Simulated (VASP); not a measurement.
# Ge (P6/mmm) in VASP: notebook

Runs on Ge. Level: PBE. Tasks: single point.

Program: VASP 6.6.1. These are calculated values, not measurements. Logs are shortened: lines on timing, memory, paths and dates and some standing lists are left out, and cuts for length are marked.

**1. The cell of the first run**

The structure is hexagonal, space group P6/mmm (No. 191). Conventional cell: a = 2.890 Å, b = 2.890 Å, c = 2.699 Å, α = 90.00°, β = 90.00°, γ = 120.00°. Within 3.6 Å of Ge (site symmetry 6/mmm) lie 8 Ge at 2.70 to 2.89 Å.

This isn't the form of Ge at room conditions, which is diamond.

**2. Single point, PBE**

Contents of INCAR:

```
SYSTEM = Ge
ALGO     = Normal         ! electronic algorithm
EDIFF    = 1E-7           ! SCF threshold, eV
ENCUT    = 520            ! plane-wave cutoff, eV
GGA      = PE             ! functional
ISIF     = 2              ! what is computed and relaxed
ISMEAR   = -1             ! smearing method
LASPH    = .TRUE.         ! aspherical terms in the spheres
LCHARG   = .FALSE.        ! write CHGCAR
LREAL    = .FALSE.        ! projectors in reciprocal space
LWAVE    = .FALSE.        ! write WAVECAR
NBANDS   = 13             ! bands
NELM     = 80             ! most SCF steps
PREC     = Accurate       ! precision mode
SIGMA    = 0.05           ! smearing width, eV
```

Contents of KPOINTS:

```
k-points
0
G
  15 15 14
  0 0 0
```

Contents of POSCAR:

```
Ge
1.0
    2.8904085303      0.0000000000      0.0000000000
   -1.4452042652      2.5031672146      0.0000000000
    0.0000000000      0.0000000000      2.6994247328
Ge
1
Direct
    0.0000000000      0.0000000000      0.0000000000
```

Potentials or basis: VASP PAW PBE potentials, release 64 (Ge_d).

Started as:

```console
cat potpaw_PBE.64/Ge_d/POTCAR > POTCAR
mpirun -np 1 vasp_std > vasp.out
```

OUTCAR:

```text
SYSTEM = Ge
   EDIFF = 1E-7
   ENCUT = 520
   GGA = PE
   ISIF = 2
   ISMEAR = -1
   LASPH = .TRUE.
   LREAL = .FALSE.
   NELM = 80
   PREC = Accurate

 ion  position               nearest neighbor table
   1  0.000  0.000  0.000-

  LATTYP: Found a hexagonal cell.
 ALAT       =     2.8904085303
 C/A-ratio  =     0.9339249814

  Lattice vectors:

 A1 = (   2.8904085303,   0.0000000000,   0.0000000000)
 A2 = (  -1.4452042652,   2.5031672146,   0.0000000000)
 A3 = (   0.0000000000,   0.0000000000,   2.6994247328)

Analysis of symmetry for initial positions (statically):
=====================================================================
 Subroutine PRICEL returns:
 Original cell was already a primitive cell.

 Routine SETGRP: Setting up the symmetry group for a
 hexagonal supercell.

 Subroutine GETGRP returns: Found 24 space group operations
 (whereof 24 operations were pure point group operations)
 out of a pool of 24 trial point group operations.

The static configuration has the point symmetry D_6h.

Analysis of symmetry for dynamics (positions and initial velocities):
=====================================================================
 Subroutine PRICEL returns:
 Original cell was already a primitive cell.

 Routine SETGRP: Setting up the symmetry group for a
 hexagonal supercell.

 Subroutine GETGRP returns: Found 24 space group operations
 (whereof 24 operations were pure point group operations)
 out of a pool of 24 trial point group operations.

The dynamic configuration has the point symmetry D_6h.

 Subroutine INISYM returns: Found 24 space group operations
 (whereof 24 operations are pure point group operations),
 and found     1 'primitive' translations

----------------------------------------------------------------------------------------

                                     Primitive cell

  volume of cell :      19.5308

  direct lattice vectors                    reciprocal lattice vectors
     2.890408530  0.000000000  0.000000000     0.345971855  0.199746943  0.000000000
    -1.445204265  2.503167215  0.000000000     0.000000000  0.399493887  0.000000000
     0.000000000  0.000000000  2.699424733     0.000000000  0.000000000  0.370449299

  length of vectors
     2.890408530  2.890408530  2.699424733     0.399493887  0.399493887  0.370449299

  position of ions in fractional coordinates (direct lattice)
     0.000000000  0.000000000  0.000000000

  ion indices of the primitive-cell ions
   primitive index   ion index
                 1           1

----------------------------------------------------------------------------------------

 KPOINTS: k-points

Automatic generation of k-mesh.
 Grid dimensions read from file:
 generate k-points for:   15   15   14

 Generating k-lattice:

  Cartesian coordinates                     Fractional coordinates (reciprocal lattice)
     0.023064790  0.013316463  0.000000000     0.066666667  0.000000000  0.000000000
     0.000000000  0.026632926  0.000000000     0.000000000  0.066666667  0.000000000
     0.000000000  0.000000000  0.026460664     0.000000000  0.000000000  0.071428571

  Length of vectors
     0.026632926  0.026632926  0.026460664

  Shift w.r.t. Gamma in fractional coordinates (k-lattice)
     0.000000000  0.000000000  0.000000000

 Subroutine IBZKPT returns following result:
 ===========================================

 Found    216 irreducible k-points:

 Following reciprocal coordinates:
            Coordinates               Weight
  0.000000  0.000000  0.000000      1.000000
  0.066667  0.000000  0.000000      6.000000
  0.133333  0.000000  0.000000      6.000000
  0.200000  0.000000  0.000000      6.000000
  0.266667  0.000000  0.000000      6.000000
  0.333333  0.000000  0.000000      6.000000
[... 16 lines left out ...]
  0.333333  0.200000  0.000000     12.000000
  0.400000  0.200000  0.000000      6.000000
 [... further k-points ...]
   k-points           NKPTS =    216   k-points in BZ     NKDIM =    216   number of bands    NBANDS=     13
   number of dos      NEDOS =    301   number of ions     NIONS =      1
   total plane-waves  NPLWV =  11520
   dimension x,y,z NGX =    24 NGY =   24 NGZ =   20
   dimension x,y,z NGXF=    48 NGYF=   48 NGZF=   40
   ions per type =               1
   NGX,Y,Z   is equivalent  to a cutoff of  13.80, 13.80, 12.32 a.u.
   NGXF,Y,Z  is equivalent  to a cutoff of  27.61, 27.61, 24.63 a.u.
 SYSTEM =  Ge
   PREC   = accura    normal or accurate (medium, high low for compatibility)
   ISTART =      0    job   : 0-new  1-cont  2-samecut
   ICHARG =      2    charge: 1-file 2-atom 10-const
   ISPIN  =      1    spin polarized calculation?
   LNONCOLLINEAR =      F non collinear calculations
   LSORBIT =      F    spin-orbit coupling
   LASPH  =      T    aspherical Exc in radial PAW
   ENCUT  =  520.0 eV  38.22 Ry    6.18 a.u.   5.37  5.37  5.02*2*pi/ulx,y,z
   NELM   =     80;   NELMIN=  2; NELMDL= -5     # of ELM steps
   EDIFF  = 0.1E-06   stopping-criterion for ELM
   LREAL  =      F    real-space projection
   EDIFFG = 0.1E-05   stopping-criterion for IOM
   NSW    =      0    number of steps for IOM
   IBRION =     -1    ionic relax: 0-MD 1-quasi-New 2-CG
   NFREE  =      0    steps in history (QN), initial steepest desc. (CG)
   ISIF   =      2    stress and relaxation
   ISYM   =      2    0-nonsym 1-usesym 2-fastsym
   POTIM  = 0.5000    time-step for ionic-motion
   TEBEG  =    0.0;   TEEND  =   0.0 temperature during run
   PSTRESS=    0.0 pullay stress
   NELECT =      14.0000    total number of electrons
   NUPDOWN=      -1.0000    fix difference up-down
   EMIN   =  10.00;   EMAX   =-10.00  energy-range for DOS
   EFERMI =   0.00;   METHOD = LEGACY
   ISMEAR =    -1;   SIGMA  =   0.05  broadening in eV -4-tet -1-fermi 0-gaus
   EFERMI_NEDOS =   21; number of points for ismear=-14 and -15
   IALGO  =     38    algorithm
   IMIX   =      4    mixing-type and parameters
     AMIX     =   0.40;   BMIX     =  1.00
     AMIX_MAG =   1.60;   BMIX_MAG =  1.00
  volume/ion in A,a.u.               =      19.53       131.80
  Fermi-wavevector in a.u.,A,eV,Ry     =   1.465134  2.768702 29.206514  2.146618
  Thomas-Fermi vector in A             =   2.581027
   LORBIT       =      0    0 simple, 1 ext, 2 COOP (PROOUT), +10 PAW based schemes
   GGA     = PE    functional components
   LHFCALC =     F    Hartree Fock is set to
   AEXX    =    0.0000 exact exchange contribution
   IVDW    =     0    specifies the selected vdW correction
   LEPSILON=     F    determine dielectric tensor
   LRPA    =     F    only Hartree local field effects (RPA)
 non-spin polarized calculation
  energy-cutoff  :      520.00
  volume of cell :       19.53
 maximum number of plane-waves:       550
 NGX is ok and might be reduce to    24

 number of electron      13.9999993 magnetization

 Free energy of the ion-electron system (eV)
  ---------------------------------------------------
  ext. energy  EPLUGINS =         0.00000000
  ---------------------------------------------------
  free energy    TOTEN  =        -4.27545675 eV

  energy without entropy =       -4.27124354  energy(sigma->0) =       -4.27335014

 E-fermi :   6.2784     XC(G=0): -11.0601

 val. band max:        6.2321710266   @ k =   0.3333   0.2000   0.1429
 cond. band min:       6.2800463565   @ k =   0.4000   0.0000   0.3571
 fundamental gap:      0.0478753299
 Fermi energy:         6.2783688535

 k-point     1 :       0.0000    0.0000    0.0000
  band No.  band energies     occupation
      1     -18.4851      2.00000
      2     -18.4029      2.00000
      3     -18.4029      2.00000
      4     -18.2655      2.00000
      5     -18.2655      2.00000
      6      -6.6276      2.00000
      7      12.8856      0.00000
      8      14.2749      0.00000
      9      14.2749      0.00000
     10      16.4197      0.00000
     11      20.2204      0.00000
     12      20.2204      0.00000
     13      20.6894      0.00000

 k-point     2 :       0.0667    0.0000    0.0000
  band No.  band energies     occupation
      1     -18.4825      2.00000
      2     -18.4039      2.00000
      3     -18.3979      2.00000
      4     -18.2676      2.00000
      5     -18.2660      2.00000
      6      -6.5235      2.00000
      7      12.9864      0.00000
      8      13.1623      0.00000
      9      13.9339      0.00000
     10      16.7169      0.00000
     11      18.9912      0.00000
     12      20.7607      0.00000
     13      21.3492      0.00000

 k-point     3 :       0.1333    0.0000    0.0000
  band No.  band energies     occupation
      1     -18.4757      2.00000
      2     -18.4059      2.00000
      3     -18.3838      2.00000
      4     -18.2735      2.00000
      5     -18.2674      2.00000
      6      -6.2115      2.00000
      7      11.0371      0.00000
      8      13.1677      0.00000
      9      13.2853      0.00000
     10      16.8410      0.00000
     11      18.0032      0.00000
     12      22.1256      0.00000
     13      22.8485      0.00000

 k-point     4 :       0.2000    0.0000    0.0000
  band No.  band energies     occupation
      1     -18.4680      2.00000
      2     -18.4067      2.00000
      3     -18.3629      2.00000
      4     -18.2821      2.00000
      5     -18.2695      2.00000
      6      -5.6929      2.00000
      7       8.7265      0.00000
      8      12.3182      0.00000
      9      13.7707      0.00000
     10      16.2045      0.00000
     11      18.1266      0.00000
     12      23.9755      0.00000
     13      24.6333      0.00000

 k-point     5 :       0.2667    0.0000    0.0000
  band No.  band energies     occupation
      1     -18.4640      2.00000
      2     -18.4032      2.00000
      3     -18.3387      2.00000
      4     -18.2919      2.00000
      5     -18.2719      2.00000
      6      -4.9721      2.00000
      7       6.4715      0.04117
      8      11.5530      0.00000
      9      14.4184      0.00000
     10      15.4613      0.00000
     11      18.7440      0.00000
     12      26.1455      0.00000
     13      26.2406      0.00000
[... 257 lines left out ...]
 k-point    22 :       0.2667    0.2000    0.0000
  band No.  band energies     occupation
      1     -18.4358      2.00000
      2     -18.3960      2.00000
      3     -18.3155      2.00000
      4     -18.3038      2.00000
      5     -18.2831      2.00000
      6      -2.8953      2.00000
      7       3.8140      2.00000
      8       6.3548      0.35634
      9      16.0822      0.00000
     10      20.0953      0.00000
     11      20.9758      0.00000
     12      23.8961      0.00000
     13      24.9826      0.00000

 k-point    23 :       0.3333    0.2000    0.0000
  band No.  band energies     occupation
      1     -18.4345      2.00000
      2     -18.3841      2.00000
      3     -18.3141      2.00000
      4     -18.3065      2.00000
      5     -18.2861      2.00000
      6      -1.8786      2.00000
      7       2.3715      2.00000
      8       5.8515      1.99961
      9      16.7027      0.00000
     10      20.1642      0.00000
     11      21.9258      0.00000
     12      23.9886      0.00000
     13      24.3624      0.00000

 k-point    24 :       0.4000    0.2000    0.0000
  band No.  band energies     occupation
      1     -18.4345      2.00000
      2     -18.3786      2.00000
      3     -18.3144      2.00000
      4     -18.3075      2.00000
      5     -18.2872      2.00000
      6      -1.3006      2.00000
      7       1.6347      2.00000
      8       5.6988      1.99998
      9      16.9638      0.00000
     10      20.1313      0.00000
     11      23.0459      0.00000
     12      23.2960      0.00000
     13      23.5892      0.00000

 [... further k-points ...]

------------------------ aborting loop because EDIFF is reached ----------------------------------------

  FORCE on cell =-STRESS in cart. coord.  units (eV):
  Direction    XX          YY          ZZ          XY          YZ          ZX
  --------------------------------------------------------------------------------------
  -------------------------------------------------------------------------------------
  Total       -0.0826414     -0.0826414     -0.0811441      0.0000000      0.0000000      0.0000000
  in kB       -6.7793492     -6.7793492     -6.6565176      0.0000000      0.0000000      0.0000000
  external PRESSURE =      -6.7384053 kB  Pullay stress =       0.0000000 kB

 VOLUME and BASIS-vectors are now :
 -----------------------------------------------------------------------------
  energy-cutoff  :      520.00
  volume of cell :       19.53
      direct lattice vectors                 reciprocal lattice vectors
     2.890408530  0.000000000  0.000000000     0.345971855  0.199746943  0.000000000
    -1.445204265  2.503167215  0.000000000     0.000000000  0.399493887  0.000000000
     0.000000000  0.000000000  2.699424733     0.000000000  0.000000000  0.370449299

 POSITION                                       TOTAL-FORCE (eV/Angst)
 -----------------------------------------------------------------------------------
      0.00000      0.00000      0.00000         0.000000      0.000000      0.000000
 -----------------------------------------------------------------------------------
    total drift:                                0.000000      0.000000     -0.000000

  FREE ENERGIE OF THE ION-ELECTRON SYSTEM (eV)
  ---------------------------------------------------
  free  energy   TOTEN  =        -4.2754567460 eV

  energy  without entropy=       -4.2712435384  energy(sigma->0) =       -4.27335014
```

Run time: 30 s. Hardware: 1 thread of AMD EPYC 9R45 (Zen 5), shared host; peak memory 0.14 GiB.

Results:

- Free energy: -4.2755 eV
- Pressure: -0.7 GPa
- Band gap on the k mesh: zero (bands 7 and 8 overlap by 10.03 eV)

**3. Single point, PBE**

Contents of INCAR:

```
  PREC = Accurate
  ENCUT = 520
  EDIFF = 1E-6
  ISMEAR = -1
  SIGMA = 0.05
  LREAL = F
  LASPH = T
  NELM = 60
  ALGO = Normal
  ISIF = 2
  LWAVE = F
  LCHARG = F
  GGA = PE
  NBANDS = 13
```

Contents of KPOINTS:

```
Automatic mesh
0
Gamma
  15 15 14
```

Contents of POSCAR:

```
Ge
1.0
    2.8911051186      0.0000000000      0.0000000000
   -1.4455525593      2.5037704777      0.0000000000
    0.0000000000      0.0000000000      2.6998472306
Ge
1
Direct
    0.0000000000      0.0000000000      0.0000000000
```

Potentials or basis: VASP PAW PBE potentials, release 64 (Ge_d).

Started as:

```console
cat potpaw_PBE.64/Ge_d/POTCAR > POTCAR
mpirun -np 1 vasp_std > vasp.out
```

Run time: 25 s. Hardware: 1 thread of AMD EPYC 9R45 (Zen 5), shared host; peak memory 0.14 GiB.

Results (log left out):

```
Free energy            : -4.2754 eV
Pressure               : -0.9 GPa
Band gap on the k mesh : zero (bands 7 and 8 overlap by 10.03 eV)
```

Levels at points of the mesh, in eV from the Fermi level:
| k point | band 3 | band 4 | band 5 | band 6 | band 7 | band 8 | band 9 | band 10 | band 11 | band 12 |
| --- | --- | --- | --- | --- | --- | --- | --- | --- | --- | --- |
| (0.00, 0.00, 0.00) | -24.68 | -24.54 | -24.54 | -12.90 | 6.61 | 7.99 | 7.99 | 10.14 | 13.94 | 13.94 |
| (0.00, 0.00, 0.50) | -24.61 | -24.61 | -24.57 | -9.14 | -5.71 | 10.80 | 10.80 | 16.38 | 17.27 | 17.27 |

**4. Single point, PBE**

This run uses another cell than the first one: it holds 3 atoms, not 1.

Contents of INCAR:

```
SYSTEM = Ge
PREC = Accurate
ENCUT = 520
EDIFF = 1E-7
ISMEAR = -1
SIGMA = 0.05
LREAL = .FALSE.
LASPH = .TRUE.
NELM = 100
ALGO = Normal
ISIF = 2
LWAVE = .FALSE.
LCHARG = .FALSE.
GGA = PE
NBANDS = 28
```

Contents of KPOINTS:

```
regular mesh
0
G
  8 8 11
  0 0 0
```

Contents of POSCAR:

```
Ge
1.0
    4.9291185933      0.0000000000      0.0000000000
   -2.4645592966      4.2687419200      0.0000000000
    0.0000000000      0.0000000000      2.7908538752
Ge
3
Direct
    0.0000000000      0.0000000000      0.0000000000
    0.3333333333      0.6666666667      0.5000000000
    0.6666666667      0.3333333333      0.5000000000
```

Started as:

```console
cat potpaw_PBE.64/Ge_d/POTCAR > POTCAR
mpirun -np 1 vasp_std > vasp.out
```

It took 76 s on 1 thread of AMD EPYC 9R45 (Zen 5), shared host; peak memory 0.19 GiB.

The run converged. Its results:

```
Free energy            : -12.5868 eV
Pressure               : -0.7 GPa
Band gap on the k mesh : zero (bands 21 and 22 overlap by 4.63 eV)
```

Levels at points of the mesh, in eV from the Fermi level:
| k point | band 18 | band 19 | band 20 | band 21 | band 22 | band 23 | band 24 | band 25 |
| --- | --- | --- | --- | --- | --- | --- | --- | --- |
| (0.00, 0.00, 0.00) | -6.58 | -3.11 | -3.11 | -3.03 | -3.03 | 5.33 | 8.21 | 8.21 |
| (0.50, 0.00, 0.00) | -7.83 | -5.19 | 0.79 | 0.88 | 2.71 | 3.02 | 4.34 | 7.16 |

**5. Single point, PBE**

This run uses another cell than the first one: it holds 3 atoms, not 1.

Contents of INCAR:

```
PREC = Accurate
ENCUT = 520
EDIFF = 1E-6
ISMEAR = -1
SIGMA = 0.05
LREAL = False
LASPH = True
NELM = 80
ALGO = Normal
ISIF = 2
LWAVE = False
LCHARG = True
GGA = PE
LELF = True
LVHAR = True
NBANDS = 28
```

Contents of KPOINTS:

```
Automatic mesh
0
Gamma
  8 8 11
```

Contents of POSCAR:

```
Ge
1.0
    4.9309211896      0.0000000000      0.0000000000
   -2.4654605948      4.2703030143      0.0000000000
    0.0000000000      0.0000000000      2.7914602038
Ge
3
Direct
    0.0000000000      0.0000000000      0.0000000000
    0.3333333333      0.6666666667      0.5000000000
    0.6666666667      0.3333333333      0.5000000000
```

Started as:

```console
cat potpaw_PBE.64/Ge_d/POTCAR > POTCAR
mpirun -np 1 vasp_std > vasp.out
```

It took 68 s on 1 thread of AMD EPYC 9R45 (Zen 5), shared host; peak memory 0.19 GiB.

Results (log left out):

```
Free energy            : -12.5866 eV
Pressure               : -0.7 GPa
Band gap on the k mesh : zero (bands 21 and 22 overlap by 4.63 eV)
```

Levels at points of the mesh, in eV from the Fermi level:
```csv
k point,band 18,band 19,band 20,band 21,band 22,band 23,band 24,band 25
"(0.00, 0.00, 0.00)",-6.58,-3.11,-3.11,-3.03,-3.03,5.33,8.20,8.20
"(0.50, 0.00, 0.00)",-7.83,-5.18,0.78,0.88,2.71,3.01,4.34,7.15
```

**6. Summary**

```tsv
cell	k mesh	gap on the mesh (eV)	pressure (GPa)
a = 2.890, b = 2.890, c = 2.699 Å, angles 90.0, 90.0, 120.0°, 1 atom, atomic positions A	15 × 15 × 14	none	-0.7
a = 2.891, b = 2.891, c = 2.700 Å, angles 90.0, 90.0, 120.0°, 1 atom, atomic positions A	15 × 15 × 14	none	-0.9
a = 4.929, b = 4.929, c = 2.791 Å, angles 90.0, 90.0, 120.0°, 3 atoms, atomic positions B	8 × 8 × 11	none	-0.7
a = 4.931, b = 4.931, c = 2.791 Å, angles 90.0, 90.0, 120.0°, 3 atoms, atomic positions B	8 × 8 × 11	none	-0.7
```

Alike in all rows: task single point; level PBE; potentials or basis VASP PAW PBE potentials, release 64 (Ge_d); no spin polarisation; cutoff (eV) 520; smearing fermi-dirac 0.05 eV.

Total energies depend on the potentials used, so only differences within one code and one set of settings carry meaning.

The gap in the log of VASP goes by the Fermi energy; the results here count the filled bands.